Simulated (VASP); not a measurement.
# BeS (F-43m) in VASP: notebook, part 2 of 2

VASP 6.6.1. The steps go on from the part before.

### 4 Single point, r2SCAN

This run uses another cell than the first one, of 15.00 Å³/atom, 1.040 times its volume.

Input file POSCAR:

```
BeS
1.0
    0.0000000000      2.4661366100      2.4661366100
    2.4661366100      0.0000000000      2.4661366100
    2.4661366100      2.4661366100      0.0000000000
Be S
1 1
Direct
    0.0000000000      0.0000000000      0.0000000000
    0.2500000000      0.2500000000      0.2500000000
```

Input file INCAR.step1:

```
PREC = Accurate
ENCUT = 520
ISMEAR = -1
SIGMA = 0.02
LREAL = F
LASPH = T
NELM = 80
NBANDS = 11
GGA = PE
ALGO = Normal
EDIFF = 1E-4
LWAVE = T
LCHARG = F
```

Input file INCAR.step2:

```
PREC = Accurate
ENCUT = 520
EDIFF = 1E-6
ISMEAR = -1
SIGMA = 0.02
LREAL = F
LASPH = T
NELM = 80
ALGO = Normal
ISIF = 2
LWAVE = F
LCHARG = F
METAGGA = R2SCAN
LMIXTAU = T
NBANDS = 11
ISTART = 1
```

Input file KPOINTS:

```
regular mesh
0
Gamma
  10 10 10
```

Potentials or basis: VASP PAW PBE potentials, release 64 (Be, S).

Command:

```bash
cat potpaw_PBE.64/Be/POTCAR potpaw_PBE.64/S/POTCAR > POTCAR
cp INCAR.step1 INCAR
mpirun -np 1 vasp_std > vasp.out
cp INCAR.step2 INCAR
mpirun -np 1 vasp_std > vasp.out
```

OUTCAR:

```text
PREC = Accurate
   ENCUT = 520
   EDIFF = 1E-6
   ISMEAR = -1
   LREAL = F
   LASPH = T
   NELM = 80
   ISIF = 2
   METAGGA = R2SCAN
   ISTART = 1

 ion  position               nearest neighbor table
   1  0.000  0.000  0.000-   2 2.14   2 2.14   2 2.14   2 2.14
   2  0.250  0.250  0.250-   1 2.14   1 2.14   1 2.14   1 2.14

  LATTYP: Found a face centered cubic cell.
 ALAT       =     4.9322732200

  Lattice vectors:

 A1 = (   0.0000000000,   2.4661366100,   2.4661366100)
 A2 = (   2.4661366100,   0.0000000000,   2.4661366100)
[... 513 lines left out ...]
      7      14.1675      0.00000
      8      14.3265      0.00000
      9      17.7266      0.00000
     10      19.3616      0.00000
     11      20.9524      0.00000

 [... further k-points ...]
[... 5 lines left out ...]
  --------------------------------------------------------------------------------------
  -------------------------------------------------------------------------------------
  Total       -0.6176429     -0.6176429     -0.6176429      0.0000000      0.0000000      0.0000000
  in kB      -32.9888087    -32.9888087    -32.9888087      0.0000000      0.0000000      0.0000000
  external PRESSURE =     -32.9888087 kB  Pullay stress =       0.0000000 kB

 VOLUME and BASIS-vectors are now :
 -----------------------------------------------------------------------------
  energy-cutoff  :      520.00
  volume of cell :       30.00
      direct lattice vectors                 reciprocal lattice vectors
     0.000000000  2.466136610  2.466136610    -0.202746270  0.202746270  0.202746270
     2.466136610  0.000000000  2.466136610     0.202746270 -0.202746270  0.202746270
     2.466136610  2.466136610  0.000000000     0.202746270  0.202746270 -0.202746270

 POSITION                                       TOTAL-FORCE (eV/Angst)
 -----------------------------------------------------------------------------------
      0.00000      0.00000      0.00000         0.000000     -0.000000      0.000000
      1.23307      1.23307      1.23307        -0.000000      0.000000     -0.000000
 -----------------------------------------------------------------------------------
    total drift:                                0.000000      0.000000      0.000000

  FREE ENERGIE OF THE ION-ELECTRON SYSTEM (eV)
  ---------------------------------------------------
  free  energy   TOTEN  =       -14.7757345518 eV

  energy  without entropy=      -14.7757345517  energy(sigma->0) =      -14.77573455
```

OUTCAR.step1:

```text
PREC = Accurate
   ENCUT = 520
   ISMEAR = -1
   LREAL = F
   LASPH = T
   NELM = 80
[... 555 lines left out ...]
 -----------------------------------------------------------------------------------
      0.00000      0.00000      0.00000         0.000000      0.000000     -0.000000
      1.23307      1.23307      1.23307        -0.000000     -0.000000      0.000000
 -----------------------------------------------------------------------------------
    total drift:                               -0.000000     -0.000000     -0.000000

  FREE ENERGIE OF THE ION-ELECTRON SYSTEM (eV)
  ---------------------------------------------------
  free  energy   TOTEN  =       -10.0040175132 eV

  energy  without entropy=      -10.0040175131  energy(sigma->0) =      -10.00401751
```

OSZICAR.step1:

```text
N       E                     dE             d eps       ncg     rms          rms(c)
DAV:   1     0.192343022302E+02    0.19234E+02   -0.37943E+03  1034   0.617E+02
DAV:   2    -0.892508075370E+01   -0.28159E+02   -0.26885E+02  1314   0.113E+02
DAV:   3    -0.101468742481E+02   -0.12218E+01   -0.12196E+01  1367   0.238E+01
DAV:   4    -0.101547928594E+02   -0.79186E-02   -0.79172E-02  1273   0.217E+00
DAV:   5    -0.101548555881E+02   -0.62729E-04   -0.62728E-04  1356   0.193E-01    0.528E+00
DAV:   6    -0.100348289113E+02    0.12003E+00   -0.12684E-01  1162   0.162E+00    0.362E+00
DAV:   7    -0.100025644909E+02    0.32264E-01   -0.10012E-01  1248   0.163E+00    0.106E+00
DAV:   8    -0.100039327322E+02   -0.13682E-02   -0.66591E-03  1379   0.404E-01    0.122E-01
DAV:   9    -0.100040175132E+02   -0.84781E-04   -0.49020E-04  1284   0.138E-01
   1 F= -.10004018E+02 E0= -.10004018E+02  d E =-.174877E-10
```

It took 57 s on 1 thread of Intel Xeon Platinum 8259CL at 2.50GHz (Skylake/Cascade Lake), shared host; peak memory 0.16 GiB.

What came out:

```
Free energy            : -14.7757 eV
Pressure               : -3.3 GPa
Band gap on the k mesh : 3.68 eV, indirect (least direct gap 6.22 eV)
```

Levels at points of the mesh, in eV from the valence-band top:
| k point | band 2 | band 3 | band 4 | band 5 | band 6 | band 7 |
| --- | --- | --- | --- | --- | --- | --- |
| (0.00, 0.00, 0.00) | 0.00 | 0.00 | 0.00 | 6.24 | 6.28 | 6.28 |
| (0.50, 0.00, 0.00) | -5.63 | -0.99 | -0.99 | 5.91 | 7.15 | 7.15 |
| (0.50, 0.50, 0.00) | -4.93 | -2.54 | -2.54 | 3.68 | 5.42 | 13.45 |

Caveat: the PAW data sets were made with another functional, which shifts forces and pressure a little. A k mesh can miss the band edges.

### 5 Single point, r2SCAN

This run uses another cell than the first one, of 15.29 Å³/atom, 1.060 times its volume.

Input file POSCAR:

```
BeS
1.0
    0.0000000000      2.4818449100      2.4818449100
    2.4818449100      0.0000000000      2.4818449100
    2.4818449100      2.4818449100      0.0000000000
Be S
1 1
Direct
    0.0000000000      0.0000000000      0.0000000000
    0.2500000000      0.2500000000      0.2500000000
```

Input file INCAR.step1:

```
SYSTEM = BeS
PREC = Accurate
ENCUT = 520
ISMEAR = -1
SIGMA = 0.02
LREAL = .FALSE.
LASPH = .TRUE.
NELM = 100
NBANDS = 11
GGA = PE
ALGO = Normal
EDIFF = 1E-4
LWAVE = .TRUE.
LCHARG = .FALSE.
```

Input file INCAR.step2:

```
SYSTEM = BeS
PREC = Accurate
ENCUT = 520
EDIFF = 1E-6
ISMEAR = -1
SIGMA = 0.02
LREAL = .FALSE.
LASPH = .TRUE.
NELM = 100
ALGO = Normal
ISIF = 2
LWAVE = .FALSE.
LCHARG = .FALSE.
METAGGA = R2SCAN
LMIXTAU = .TRUE.
NBANDS = 11
ISTART = 1
```

Input file KPOINTS:

```
Automatic mesh
0
G
  10 10 10
  0 0 0
```

Command:

```bash
cat potpaw_PBE.64/Be/POTCAR potpaw_PBE.64/S/POTCAR > POTCAR
cp INCAR.step1 INCAR
mpirun -np 1 vasp_std > vasp.out
cp INCAR.step2 INCAR
mpirun -np 1 vasp_std > vasp.out
```

Wall time 62 s (1 thread of Intel Xeon Platinum 8259CL at 2.50GHz (Skylake/Cascade Lake), shared host); peak memory 0.16 GiB.

The run converged. Its results:

```yaml
Free_energy: -14.7612 eV
Pressure: -4.9 GPa
Band_gap_on_the_k_mesh: 3.72 eV, indirect (least direct gap 6.08 eV)
```

Levels at points of the mesh, in eV from the valence-band top:
| k point | band 2 | band 3 | band 4 | band 5 | band 6 | band 7 |
| --- | --- | --- | --- | --- | --- | --- |
| (0.00, 0.00, 0.00) | 0.00 | 0.00 | 0.00 | 6.08 | 6.29 | 6.29 |
| (0.50, 0.00, 0.00) | -5.51 | -0.96 | -0.96 | 5.84 | 7.16 | 7.16 |
| (0.50, 0.50, 0.00) | -4.83 | -2.48 | -2.48 | 3.72 | 5.43 | 13.30 |

Caveat: the PAW data sets were made with another functional, which shifts forces and pressure a little. A k mesh can miss the band edges.

### 6 Relaxation of cell and atoms, r2SCAN

This run uses another cell than the first one, of 14.26 Å³/atom, 0.989 times its volume.

Input file POSCAR:

```
BeS
1.0
    0.0000000000      2.4250000000      2.4250000000
    2.4250000000      0.0000000000      2.4250000000
    2.4250000000      2.4250000000      0.0000000000
Be S
1 1
Direct
    0.0000000000      0.0000000000      0.0000000000
    0.2500000000      0.2500000000      0.2500000000
```

Input file INCAR.step1:

```
SYSTEM = BeS
PREC = Accurate
ENCUT = 600
ISMEAR = -1
SIGMA = 0.02
LREAL = .False.
LASPH = .True.
NELM = 100
GGA = PE
ALGO = Normal
EDIFF = 1E-4
LWAVE = .True.
LCHARG = .False.
```

Input file INCAR.step2:

```
SYSTEM = BeS
PREC = Accurate
ENCUT = 600
EDIFF = 1E-7
ISMEAR = -1
SIGMA = 0.02
LREAL = .False.
LASPH = .True.
NELM = 100
ALGO = Normal
ISIF = 3
LWAVE = .False.
LCHARG = .False.
METAGGA = R2SCAN
LMIXTAU = .True.
IBRION = 2
NSW = 80
EDIFFG = -0.01
ISTART = 1
```

Input file KPOINTS:

```
regular mesh
0
Gamma
  10 10 10
  0 0 0
```

Potentials or basis: VASP PAW PBE potentials, release 64 (Be, S).

Command:

```bash
cat potpaw_PBE.64/Be/POTCAR potpaw_PBE.64/S/POTCAR > POTCAR
cp INCAR.step1 INCAR
mpirun -np 1 vasp_std > vasp.out
cp INCAR.step2 INCAR
mpirun -np 1 vasp_std > vasp.out
```

Wall time 2.2 min (1 thread of Intel Xeon Platinum 8259CL at 2.50GHz (Skylake/Cascade Lake), shared host); peak memory 0.16 GiB.

The run converged. Its results:

* Free energy: -14.7871 eV
* Relaxed volume: 14.47 Å³/atom
* Relaxed cell: a = 3.446 Å, b = 3.446 Å, c = 3.446 Å, α = 60.00°, β = 60.00°, γ = 60.00°
* Space group after relaxing (to 0.05 Å): F-43m (No. 216)
* Energy gained by relaxing: 0.9 meV/atom
* Ionic steps: 3
* Pressure after relaxing: 0.0 GPa
* Band gap on the k mesh: 3.61 eV, indirect (least direct gap 6.27 eV)

Step by step:
```tsv
step	energy change (eV)	largest force (eV/Å)	pressure (GPa)	volume (Å³)
1	0.0000	0.0000	1.45	28.52
2	-0.0017	0.0000	-0.40	29.06
3	-0.0018	0.0000	0.01	28.94
```

Final structure:
```xyz
2
Lattice="0.0000 2.4367 2.4367 2.4367 0.0000 2.4367 2.4367 2.4367 0.0000" Properties=species:S:1:pos:R:3 pbc="T T T"
Be    0.0000    0.0000    0.0000
S     1.2183    1.2183    1.2183
```

Levels at points of the mesh, in eV from the valence-band top:
| k point | band 1 | band 2 | band 3 | band 4 | band 5 | band 6 | band 7 | band 8 |
| --- | --- | --- | --- | --- | --- | --- | --- | --- |
| (0.00, 0.00, 0.00) | -14.20 | 0.00 | 0.00 | 0.00 | 6.27 | 6.27 | 6.27 | 6.56 |
| (0.50, 0.00, 0.00) | -12.56 | -5.86 | -1.04 | -1.04 | 6.05 | 7.15 | 7.15 | 11.99 |
| (0.50, 0.50, 0.00) | -12.00 | -5.11 | -2.66 | -2.66 | 3.61 | 5.40 | 13.75 | 13.75 |

Caveat: the PAW data sets were made with another functional, which shifts forces and pressure a little. r2SCAN opens gaps a little over a GGA but as a rule still falls short of measured ones.

### 7 The runs side by side

| task | cell | cutoff (eV) | gap on the mesh (eV) | pressure (GPa) |
| --- | --- | --- | --- | --- |
| single point | a = 3.442 Å, angles 60.0°, 2 atoms | 520 | 3.60 | 0.3 |
| single point | a = 3.465 Å, angles 60.0°, 2 atoms | 520 | 3.64 | -1.6 |
| single point | a = 3.488 Å, angles 60.0°, 2 atoms | 520 | 3.68 | -3.3 |
| single point | a = 3.510 Å, angles 60.0°, 2 atoms | 520 | 3.72 | -4.9 |
| relaxation of cell and atoms | relaxed from a = 3.429 Å, angles 60.0°, 2 atoms | 600 | 3.61 | 0.0 |

Alike in all rows: level r2SCAN; potentials or basis VASP PAW PBE potentials, release 64 (Be, S); no spin polarisation; k mesh 10 × 10 × 10; smearing fermi-dirac 0.02 eV.

Caveats: the PAW data sets were made with another functional, which shifts forces and pressure a little.

Total energies depend on the potentials used, so only differences within one code and one set of settings carry meaning.
